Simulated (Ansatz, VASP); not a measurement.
# BiB3H12: VASP beside Ansatz

The input INCAR:

```
SYSTEM = BiB3H12
ALGO = Normal
EDIFF = 1E-6
ENCUT = 520
GGA = PE
ISIF = 2
ISMEAR = 0
LASPH = .True.
LCHARG = .False.
LREAL = Auto
LWAVE = .False.
NBANDS = 32
NELM = 80
PREC = Accurate
SIGMA = 0.01
```

File KPOINTS:

```
k-points
0
Gamma
  1 1 1
  0 0 0
```

File POSCAR:

```
BiB3H12
1.0
   14.3000000000      0.0000000000      0.0000000000
    0.0000000000     14.6000000000      0.0000000000
    0.0000000000      0.0000000000     10.7100000000
Bi B H
1 3 12
Direct
    0.4591230800      0.5041842500      0.5686199800
    0.6284000000      0.5047527400      0.5039495800
    0.3739818200      0.6474863000      0.5039495800
    0.3749867100      0.3603143800      0.5039495800
    0.6852265700      0.5125390400      0.4201680700
    0.6410580400      0.4437109600      0.5800382800
    0.5589496500      0.4808109600      0.4312633100
    0.6116811200      0.5800767100      0.5521344500
    0.3386839200      0.6917945200      0.4201680700
    0.4216258700      0.6887438400      0.5800382800
    0.4298762200      0.6005472600      0.4312633100
    0.3157405600      0.5956431500      0.5521344500
    0.3534587400      0.3082191800      0.4201680700
    0.3146853100      0.3800979500      0.5800382800
    0.3885426600      0.4311945200      0.4312633100
    0.4499475500      0.3368335600      0.5521344500
```

Input for Ansatz:

```yaml
crystal:
  lattice:
    - [14.3, 0.0, 0.0]
    - [0.0, 14.6, 0.0]
    - [0.0, 0.0, 10.71]
  atoms:
    - { symbol: Bi, position: [0.45912308, 0.50418425, 0.56861998] }
    - { symbol: B, position: [0.6284, 0.50475274, 0.50394958] }
    - { symbol: H, position: [0.68522657, 0.51253904, 0.42016807] }
    - { symbol: H, position: [0.64105804, 0.44371096, 0.58003828] }
    - { symbol: H, position: [0.55894965, 0.48081096, 0.43126331] }
    - { symbol: H, position: [0.61168112, 0.58007671, 0.55213445] }
    - { symbol: B, position: [0.37398182, 0.6474863, 0.50394958] }
    - { symbol: H, position: [0.33868392, 0.69179452, 0.42016807] }
    - { symbol: H, position: [0.42162587, 0.68874384, 0.58003828] }
    - { symbol: H, position: [0.42987622, 0.60054726, 0.43126331] }
    - { symbol: H, position: [0.31574056, 0.59564315, 0.55213445] }
    - { symbol: B, position: [0.37498671, 0.36031438, 0.50394958] }
    - { symbol: H, position: [0.35345874, 0.30821918, 0.42016807] }
    - { symbol: H, position: [0.31468531, 0.38009795, 0.58003828] }
    - { symbol: H, position: [0.38854266, 0.43119452, 0.43126331] }
    - { symbol: H, position: [0.44994755, 0.33683356, 0.55213445] }
basis:
  ecutwfc: 420
  ecutrho_ratio: 4
kpoints:
  mp_grid: { grid: [1, 1, 1] }
hamiltonian:
  xc: pbe
scf:
  occupations: { method: gaussian, width: 0.01 }
output:
  forces: true
  eigenvalues: true
  populations: true
```

Alike in both runs: task single point; functional PBE; k mesh 1 × 1 × 1; occupations gaussian, width 0.01 eV; no spin polarisation.

```csv
,VASP,Ansatz
version,VASP 6.6.1,Ansatz 0.2.0
potentials or method,"VASP PAW PBE potentials, release 64 (Bi_d, B, H), cutoff 520 eV","scalar-relativistic, plane waves, PAW"
valence electrons in the cell,36,36
```

|  | VASP | Ansatz | Ansatz less VASP |
| --- | --- | --- | --- |
| gap on the k mesh at the Fermi level (eV) | 4.34 | 4.35 | +0.013 |
| rms of the force components (eV/Å) | 0.088 | 0.091 | +0.0034 |

Spin-orbit coupling is off throughout.
